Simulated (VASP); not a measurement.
A run of VASP 6.6.1 is set up as follows.

File INCAR:

```
SYSTEM = Te
PREC = Accurate ; ENCUT = 600
EDIFF = 1E-6 ; ISMEAR = 0
SIGMA = 0.1 ; LREAL = .FALSE.
LASPH = .TRUE. ; NELM = 60
ALGO = Normal ; ISIF = 3
LWAVE = .FALSE. ; LCHARG = .FALSE.
GGA = PE ; IBRION = 2
NSW = 100 ; EDIFFG = -0.01
```

Contents of KPOINTS:

```
Automatic mesh
0
G
  18 18 18
  0 0 0
```

POSCAR

```
Te
1.0
    3.3667025255      0.0000000000      0.0000000000
   -1.6833512628      2.9156499141      0.0000000000
    0.0000000000      0.0000000000      3.1347923504
Te
1
Direct
    0.0000000000      0.0000000000      0.0000000000
```

Potentials or basis: VASP PAW PBE potentials, release 64 (Te).

Command:

```console
$ cat potpaw_PBE.64/Te/POTCAR > POTCAR
$ mpirun -np 1 vasp_std > vasp.out
```

Q: Predict the relaxed cell.

A: a = 3.400 Å, b = 3.400 Å, c = 3.106 Å, α = 90.00°, β = 90.00°, γ = 120.00°.

Q: What does it give for the band gap on the k mesh?

A: Zero (bands 3 and 4 overlap by 6.21 eV).

Step by step:
| step | energy change (eV) | largest force (eV/Å) | pressure (GPa) | volume (Å³) |
| --- | --- | --- | --- | --- |
| 1 | 0.0000 | 0.0000 | 0.42 | 30.77 |
| 2 | -0.0018 | 0.0000 | -0.11 | 31.13 |
| 3 | -0.0019 | 0.0000 | -0.20 | 31.19 |
| 4 | -0.0019 | 0.0000 | -0.23 | 31.22 |
| 5 | -0.0020 | 0.0000 | 0.07 | 31.06 |
| 6 | -0.0021 | 0.0000 | -0.01 | 31.10 |

Caveat: spin-orbit coupling is left out, which moves the levels of the heavy elements.
